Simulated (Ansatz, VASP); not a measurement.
**InRhC4N4: VASP beside Ansatz**

```
In Rh C N
1.0
     6.05815    0.00000    0.00000
     0.00000    6.05815    0.00000
     0.00000    0.00000    6.05815
In Rh C N
1 1 4 4
Direct
  0.50000 0.50000 0.50000
  0.00000 0.00000 0.00000
  0.18926 0.18926 0.18926
  0.18926 0.81074 0.81074
  0.81074 0.18926 0.81074
  0.81074 0.81074 0.18926
  0.30173 0.30173 0.30173
  0.30173 0.69827 0.69827
  0.69827 0.30173 0.69827
  0.69827 0.69827 0.30173
```

Alike in both runs: functional PBE; k mesh 4 × 4 × 4; occupations gaussian, width 0.1 eV; collinear spin.

Ansatz relaxed the structure, and its values are those at the end. VASP's run is a single point on that final structure, the one shown.

|  | VASP | Ansatz |
| --- | --- | --- |
| version | VASP 6.6.1 | Ansatz 0.2.0 |
| potentials or method | VASP PAW PBE potentials, release 64 (In_d, Rh_pv, C, N), cutoff 520 eV | scalar-relativistic, plane waves, PAW |
| valence electrons in the cell | 64 | 66 |

```csv
,VASP,Ansatz,Ansatz less VASP
gap on the k mesh at the Fermi level (eV),none,none,-
pressure (GPa),0.4,0.1,-0.25
rms of the force components (eV/Å),0.163,0.005,-0.1588
net moment per atom (μB),0.20,0.20,0.000
size of the moment on the site where the two differ most (μB),1.03,0.76,-0.270
```

Site moments also hang on the region over which each program counts them. A gap of «none» marks a metal or a gap that the smearing closes. One of these differences is far larger than is usual between the two programs; its cause wasn't traced. VASP's potentials hold 64 valence electrons a cell and Ansatz's 66, so a difference there can come from the potentials and not from the codes.

Noted on VASP's run: the standard files for N, O and F lose accuracy on very short bonds.
